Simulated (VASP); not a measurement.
Runs of VASP 6.6.1 on HfBiH2. The structure is that of space group P6_3/mmc (No. 194), or close to it. The cells are those of the table. 

| task | cell | k mesh | cutoff (eV) | k mesh for the DOS | occupations for the DOS | gap on the mesh (eV) | pressure (GPa) | largest force (eV/Å) |
| --- | --- | --- | --- | --- | --- | --- | --- | --- |
| single point | a = 3.282, b = 3.282, c = 11.492 Å, angles 90.0, 90.0, 120.0°, 8 atoms | 6 × 6 × 2 | 520 | - | - | none | 3.3 | 1.71 |
| relaxation of cell and atoms | relaxed from a = 3.282, b = 3.282, c = 11.492 Å, angles 90.0, 90.0, 120.0°, 8 atoms | 6 × 6 × 2 | 600 | - | - | none | 0.0 | 0.03 |
| single point | a = 3.467, b = 3.467, c = 10.777 Å, angles 90.0, 90.0, 120.0°, 8 atoms | 12 × 12 × 4 | 520 | - | - | none | -0.5 | 0.01 |
| single point | a = 3.442, b = 3.442, c = 10.990 Å, angles 90.0, 90.0, 120.0°, 8 atoms | 6 × 6 × 2 | 520 | - | - | none | (b) | (a) |

Alike in all rows: level PBE; potentials or basis VASP PAW PBE potentials, release 64 (Hf_pv, Bi_d, H); no spin polarisation; smearing gaussian 0.1 eV.

Task: Fill in the values left out.

Result: (a) 0.02; (b) -0.4.

Caveats: some runs use coarse meshes; spin-orbit coupling is left out, which moves the levels of the heavy elements; forces of over 1 eV/Å act on the atoms, so gaps and moduli don't describe the material at rest (some runs).

A k mesh can miss the band edges, and the runs leave out spin-orbit coupling on Bi, Hf.

A gap of «none» marks levels without a gap at the run's occupations.
